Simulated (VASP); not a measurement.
# TiAl3: single point with PBE

The system is TiAl3.

```
Ti Al
1.0
     2.87809    0.00000    0.00000
     0.00000    4.02379    0.00000
     0.00000    0.00000    5.64014
Ti Al
1 3
Direct
  0.00000 0.00000 0.00000
  0.00000 0.00000 0.50000
  0.50000 0.50000 0.75392
  0.50000 0.50000 0.24608
```

```
Program             : VASP 6.6.1
Task                : single point
Functional          : PBE
Potentials or basis : VASP PAW PBE potentials, release 64 (Ti_sv, Al)
Cutoff              : 520 eV
k mesh              : 6 × 4 × 4
Occupations         : gaussian, width 0.1 eV
Spin                : no spin polarisation
```

| Property | Result |
| --- | --- |
| Pressure | -0.3 GPa |
| Largest force | 0.073 eV/Å |

Forces in eV/Å, atoms in the order of the input:
```
Ti   0.000  0.000  0.000
Al   0.000  0.000  0.000
Al   0.000  0.000  0.073
Al   0.000  0.000 -0.073
```

Stress tensor (GPa, compression positive):
```
 3.52  0.00  0.00
 0.00 -0.63  0.00
 0.00  0.00 -3.78
```

Levels at points of the mesh, in eV from the Fermi level:
```tsv
k point	band 8	band 9	band 10	band 11	band 12	band 13
(0.00, 0.00, 0.00)	-1.86	-1.40	-0.79	-0.03	2.16	2.18
(0.50, 0.00, 0.00)	-1.67	-1.63	-1.34	-1.20	0.62	1.89
(0.00, 0.50, 0.00)	-3.62	-2.99	-1.97	0.96	1.52	1.81
(0.50, 0.50, 0.00)	-3.30	-1.72	-1.70	-1.47	1.13	1.44
(0.00, 0.00, 0.50)	-2.25	-0.87	-0.08	0.35	0.58	1.81
(0.50, 0.00, 0.50)	-3.96	-1.08	-0.14	0.03	0.24	2.50
(0.00, 0.50, 0.50)	-4.95	-0.82	-0.53	1.06	1.52	1.82
(0.50, 0.50, 0.50)	-3.10	-2.48	-2.24	-1.09	-0.80	0.84
```

Run time: 13 s on 1 thread of Intel(R) Xeon(R) 6975P-C (Granite Rapids), on a shared host, peak memory 0.19 GiB.

Caveat: the k points lie up to 0.39 Å⁻¹ apart.
